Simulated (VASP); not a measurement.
# BP (F-43m) in VASP: notebook, part 2 of 2

VASP 6.6.1. The steps go on from the part before.

### 3 Single point, r2SCAN

This run uses another cell than the first one, of 11.92 Å³/atom, 1.020 times its volume.

The input, POSCAR:

```
BP
1.0
    0.0000000000      2.2840269280      2.2840269280
    2.2840269280      0.0000000000      2.2840269280
    2.2840269280      2.2840269280      0.0000000000
P B
1 1
Direct
    0.7500000000      0.7500000000      0.7500000000
    0.0000000000      0.0000000000      0.0000000000
```

The input, INCAR.step1:

```
SYSTEM = BP
PREC     = Accurate       ! precision mode
ENCUT    = 520            ! plane-wave cutoff, eV
ISMEAR   = -1             ! smearing method
SIGMA    = 0.05           ! smearing width, eV
LREAL    = .FALSE.        ! projectors in reciprocal space
LASPH    = .TRUE.         ! aspherical terms in the spheres
NELM     = 60             ! most SCF steps
NBANDS   = 11             ! bands
GGA      = PE             ! functional
ALGO     = Normal         ! electronic algorithm
EDIFF    = 1E-4           ! SCF threshold, eV
LWAVE    = .TRUE.         ! write WAVECAR
LCHARG   = .FALSE.        ! write CHGCAR
```

The input, INCAR.step2:

```
SYSTEM = BP
PREC     = Accurate       ! precision mode
ENCUT    = 520            ! plane-wave cutoff, eV
EDIFF    = 1E-6           ! SCF threshold, eV
ISMEAR   = -1             ! smearing method
SIGMA    = 0.05           ! smearing width, eV
LREAL    = .FALSE.        ! projectors in reciprocal space
LASPH    = .TRUE.         ! aspherical terms in the spheres
NELM     = 60             ! most SCF steps
ALGO     = Normal         ! electronic algorithm
ISIF     = 2              ! what is computed and relaxed
LWAVE    = .FALSE.        ! write WAVECAR
LCHARG   = .FALSE.        ! write CHGCAR
METAGGA  = R2SCAN         ! meta-GGA
LMIXTAU  = .TRUE.       
NBANDS   = 11             ! bands
ISTART   = 1
```

The input, KPOINTS:

```
regular mesh
0
G
  10 10 10
  0 0 0
```

Potentials or basis: VASP PAW PBE potentials, release 64 (P, B).

Launch:

```
$ cat potpaw_PBE.64/P/POTCAR potpaw_PBE.64/B/POTCAR > POTCAR
$ cp INCAR.step1 INCAR
$ mpirun -np 1 vasp_std > vasp.out
$ cp INCAR.step2 INCAR
$ mpirun -np 1 vasp_std > vasp.out
```

OUTCAR:

```text
SYSTEM = BP
   PREC = Accurate
   ENCUT = 520
   EDIFF = 1E-6
   ISMEAR = -1
   LREAL = .FALSE.
   LASPH = .TRUE.
   NELM = 60
   ISIF = 2
   METAGGA = R2SCAN
   ISTART = 1

 ion  position               nearest neighbor table
   1  0.750  0.750  0.750-   2 1.98   2 1.98   2 1.98   2 1.98
   2  0.000  0.000  0.000-   1 1.98   1 1.98   1 1.98   1 1.98

  LATTYP: Found a face centered cubic cell.
 ALAT       =     4.5680538560

  Lattice vectors:

 A1 = (   0.0000000000,   2.2840269280,   2.2840269280)
 A2 = (   2.2840269280,   0.0000000000,   2.2840269280)
 A3 = (   2.2840269280,   2.2840269280,   0.0000000000)

Analysis of symmetry for initial positions (statically):
=====================================================================
 Subroutine PRICEL returns:
 Original cell was already a primitive cell.

 Routine SETGRP: Setting up the symmetry group for a
 face centered cubic supercell.

 Subroutine GETGRP returns: Found 24 space group operations
 (whereof 24 operations were pure point group operations)
 out of a pool of 48 trial point group operations.

The static configuration has the point symmetry T_d .

Analysis of symmetry for dynamics (positions and initial velocities):
=====================================================================
 Subroutine PRICEL returns:
 Original cell was already a primitive cell.

 Routine SETGRP: Setting up the symmetry group for a
 face centered cubic supercell.

 Subroutine GETGRP returns: Found 24 space group operations
 (whereof 24 operations were pure point group operations)
 out of a pool of 48 trial point group operations.

The dynamic configuration has the point symmetry T_d .

 Subroutine INISYM returns: Found 24 space group operations
 (whereof 24 operations are pure point group operations),
 and found     1 'primitive' translations

----------------------------------------------------------------------------------------

                                     Primitive cell

  volume of cell :      23.8305

  direct lattice vectors                    reciprocal lattice vectors
     0.000000000  2.284026928  2.284026928    -0.218911605  0.218911605  0.218911605
     2.284026928  0.000000000  2.284026928     0.218911605 -0.218911605  0.218911605
     2.284026928  2.284026928  0.000000000     0.218911605  0.218911605 -0.218911605

  length of vectors
     3.230101858  3.230101858  3.230101858     0.379166022  0.379166022  0.379166022

  position of ions in fractional coordinates (direct lattice)
     0.750000000  0.750000000  0.750000000
     0.000000000  0.000000000  0.000000000

  ion indices of the primitive-cell ions
   primitive index   ion index
                 1           1
                 2           2

----------------------------------------------------------------------------------------

 KPOINTS: regular mesh

Automatic generation of k-mesh.
 Grid dimensions read from file:
 generate k-points for:   10   10   10

 Generating k-lattice:

  Cartesian coordinates                     Fractional coordinates (reciprocal lattice)
    -0.021891160  0.021891160  0.021891160     0.100000000  0.000000000  0.000000000
     0.021891160 -0.021891160  0.021891160     0.000000000  0.100000000  0.000000000
     0.021891160  0.021891160 -0.021891160     0.000000000  0.000000000  0.100000000

  Length of vectors
     0.037916602  0.037916602  0.037916602

  Shift w.r.t. Gamma in fractional coordinates (k-lattice)
     0.000000000  0.000000000  0.000000000

 Subroutine IBZKPT returns following result:
 ===========================================

 Found     47 irreducible k-points:

 Following reciprocal coordinates:
            Coordinates               Weight
  0.000000  0.000000  0.000000      1.000000
  0.100000  0.000000  0.000000      8.000000
  0.200000  0.000000  0.000000      8.000000
  0.300000  0.000000  0.000000      8.000000
  0.400000  0.000000  0.000000      8.000000
  0.500000  0.000000  0.000000      4.000000
[... 16 lines left out ...]
  0.300000  0.300000  0.000000      6.000000
  0.400000  0.300000  0.000000     24.000000
 [... further k-points ...]
   k-points           NKPTS =     47   k-points in BZ     NKDIM =     47   number of bands    NBANDS=     11
   number of dos      NEDOS =    301   number of ions     NIONS =      2
   total plane-waves  NPLWV =  13824
   dimension x,y,z NGX =    24 NGY =   24 NGZ =   24
   dimension x,y,z NGXF=    48 NGYF=   48 NGZF=   48
   ions per type =               1   1
   NGX,Y,Z   is equivalent  to a cutoff of  12.35, 12.35, 12.35 a.u.
   NGXF,Y,Z  is equivalent  to a cutoff of  24.70, 24.70, 24.70 a.u.
 SYSTEM =  BP
   PREC   = accura    normal or accurate (medium, high low for compatibility)
   ISTART =      1    job   : 0-new  1-cont  2-samecut
   ICHARG =      0    charge: 1-file 2-atom 10-const
   ISPIN  =      1    spin polarized calculation?
   LNONCOLLINEAR =      F non collinear calculations
   LSORBIT =      F    spin-orbit coupling
   LASPH  =      T    aspherical Exc in radial PAW
   ENCUT  =  520.0 eV  38.22 Ry    6.18 a.u.   6.01  6.01  6.01*2*pi/ulx,y,z
   NELM   =     60;   NELMIN=  2; NELMDL=  0     # of ELM steps
   EDIFF  = 0.1E-05   stopping-criterion for ELM
   LREAL  =      F    real-space projection
   EDIFFG = 0.1E-04   stopping-criterion for IOM
   NSW    =      0    number of steps for IOM
   IBRION =     -1    ionic relax: 0-MD 1-quasi-New 2-CG
   NFREE  =      0    steps in history (QN), initial steepest desc. (CG)
   ISIF   =      2    stress and relaxation
   ISYM   =      2    0-nonsym 1-usesym 2-fastsym
   POTIM  = 0.5000    time-step for ionic-motion
   TEBEG  =    0.0;   TEEND  =   0.0 temperature during run
   PSTRESS=    0.0 pullay stress
   NELECT =       8.0000    total number of electrons
   NUPDOWN=      -1.0000    fix difference up-down
   EMIN   =  10.00;   EMAX   =-10.00  energy-range for DOS
[... 5 lines left out ...]
     AMIX     =   0.40;   BMIX     =  1.00
     AMIX_MAG =   1.60;   BMIX_MAG =  1.00
  volume/ion in A,a.u.               =      11.92        80.41
  Fermi-wavevector in a.u.,A,eV,Ry     =   1.137785  2.150102 17.613492  1.294555
  Thomas-Fermi vector in A             =   2.274490
   LORBIT       =      0    0 simple, 1 ext, 2 COOP (PROOUT), +10 PAW based schemes
   METAGGA = R2SCAN    functional components
   LHFCALC =     F    Hartree Fock is set to
   AEXX    =    0.0000 exact exchange contribution
   IVDW    =     0    specifies the selected vdW correction
   LEPSILON=     F    determine dielectric tensor
   LRPA    =     F    only Hartree local field effects (RPA)
 non-spin polarized calculation
  energy-cutoff  :      520.00
  volume of cell :       23.83
 maximum number of plane-waves:       656
   NGX = 13   NGY = 13   NGZ = 13

 number of electron       7.9999999 magnetization

 Free energy of the ion-electron system (eV)
  ---------------------------------------------------
  ext. energy  EPLUGINS =         0.00000000
  ---------------------------------------------------
  free energy    TOTEN  =       -17.30487444 eV

  energy without entropy =      -17.30487444  energy(sigma->0) =      -17.30487444

 E-fermi :   7.8725     XC(G=0): -11.4114

 val. band max:        7.1543743172   @ k =   0.0000   0.0000   0.0000
 cond. band min:       8.6271865181   @ k =   0.4000   0.4000   0.0000
 fundamental gap:      1.4728122009
 Fermi energy:         7.8725135536

 k-point     1 :       0.0000    0.0000    0.0000
  band No.  band energies     occupation
      1      -8.9229      2.00000
      2       7.1544      2.00000
      3       7.1544      2.00000
      4       7.1544      2.00000
      5      10.7658      0.00000
      6      10.7658      0.00000
      7      10.7658      0.00000
      8      14.8487      0.00000
      9      19.4105      0.00000
     10      19.7468      0.00000
     11      19.7468      0.00000

 k-point     2 :       0.1000    0.0000    0.0000
  band No.  band energies     occupation
      1      -8.7366      2.00000
      2       5.7988      2.00000
      3       6.8482      2.00000
      4       6.8482      2.00000
      5      11.1923      0.00000
      6      11.1923      0.00000
      7      11.2349      0.00000
      8      15.4107      0.00000
      9      19.0845      0.00000
     10      19.0845      0.00000
     11      19.9911      0.00000
[... 295 lines left out ...]
 k-point    24 :       0.4000    0.3000    0.0000
  band No.  band energies     occupation
      1      -5.8806      2.00000
      2       0.6765      2.00000
      3       2.9740      2.00000
      4       3.5069      2.00000
      5       9.2099      0.00000
      6      11.1074      0.00000
      7      17.1605      0.00000
      8      17.1762      0.00000
      9      21.9485      0.00000
     10      23.0693      0.00000
     11      25.0039      0.00000

 [... further k-points ...]
[... 5 lines left out ...]
  --------------------------------------------------------------------------------------
  -------------------------------------------------------------------------------------
  Total       -0.5760435     -0.5760435     -0.5760435      0.0000000      0.0000000     -0.0000000
  in kB      -38.7286356    -38.7286356    -38.7286356      0.0000000      0.0000000     -0.0000000
  external PRESSURE =     -38.7286356 kB  Pullay stress =       0.0000000 kB

 VOLUME and BASIS-vectors are now :
 -----------------------------------------------------------------------------
  energy-cutoff  :      520.00
  volume of cell :       23.83
      direct lattice vectors                 reciprocal lattice vectors
     0.000000000  2.284026928  2.284026928    -0.218911605  0.218911605  0.218911605
     2.284026928  0.000000000  2.284026928     0.218911605 -0.218911605  0.218911605
     2.284026928  2.284026928  0.000000000     0.218911605  0.218911605 -0.218911605

 POSITION                                       TOTAL-FORCE (eV/Angst)
 -----------------------------------------------------------------------------------
      3.42604      3.42604      3.42604        -0.000000     -0.000000     -0.000000
      0.00000      0.00000      0.00000         0.000000      0.000000      0.000000
 -----------------------------------------------------------------------------------
    total drift:                               -0.000000     -0.000000     -0.000000

  FREE ENERGIE OF THE ION-ELECTRON SYSTEM (eV)
  ---------------------------------------------------
  free  energy   TOTEN  =       -17.3048744446 eV

  energy  without entropy=      -17.3048744389  energy(sigma->0) =      -17.30487444
```

It took 24 s on 1 thread of Intel Xeon Platinum 8259CL at 2.50GHz (Skylake/Cascade Lake), shared host; peak memory 0.14 GiB.

What came out:

```yaml
Free_energy: -17.3049 eV
Pressure: -3.9 GPa
Band_gap_on_the_k_mesh: 1.47 eV, indirect (least direct gap 3.61 eV)
```

Levels at points of the mesh, in eV from the valence-band top:
```
           k point  band 1  band 2  band 3  band 4  band 5  band 6  band 7  band 8
(0.00, 0.00, 0.00)  -16.08    0.00    0.00    0.00    3.61    3.61    3.61    7.69
(0.50, 0.00, 0.00)  -12.66   -9.35   -1.84   -1.84    4.01    5.02    5.02   10.84
(0.50, 0.50, 0.00)  -11.03   -9.02   -4.27   -4.27    1.58    1.93   12.87   12.87
```

Caveat: the PAW data sets were made with another functional, which shifts forces and pressure a little.
